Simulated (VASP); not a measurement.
A run of VASP 6.6.1:

File INCAR:

```
SYSTEM = Ru
PREC = Accurate
ENCUT = 420
EDIFF = 1E-6
ISMEAR = 0
SIGMA = 0.1
LREAL = .False.
LASPH = .True.
NELM = 120
ALGO = Normal
ISIF = 2
LWAVE = .False.
LCHARG = .False.
LDIPOL = .True.
IDIPOL = 3
DIPOL = 0.5 0.5 0.306
GGA = PE
NBANDS = 23
GGA_COMPAT = .False.
NELMDL = -8
```

Contents of KPOINTS:

```
Automatic mesh
0
Gamma
  6 6 1
  0 0 0
```

The input POSCAR:

```
Ru
1.0
    2.6581840681      0.0000000000      0.0000000000
   -1.3290920341      3.5097184132      0.0000000000
    0.0000000000      0.0000000000     24.4852024000
Ru
2
Direct
    0.6325355457      0.2650710913      0.2813591051
    0.3674644543      0.7349289087      0.3312558023
```

Potentials or basis: VASP PAW PBE potentials, release 64 (Ru_sv).

Run with:

```sh
$ cat potpaw_PBE.64/Ru_sv/POTCAR > POTCAR
$ mpirun -np 1 vasp_std > vasp.out
```

Hardware: 1 thread of Intel(R) Xeon(R) 6975P-C (Granite Rapids) (shared host).

**Question.** How long does it take, and how much memory?

**Answer.** Run time: 40 s on 1 thread of Intel(R) Xeon(R) 6975P-C (Granite Rapids), on a shared host, peak memory 0.27 GiB. Counts: scf iterations 24, k points 13.
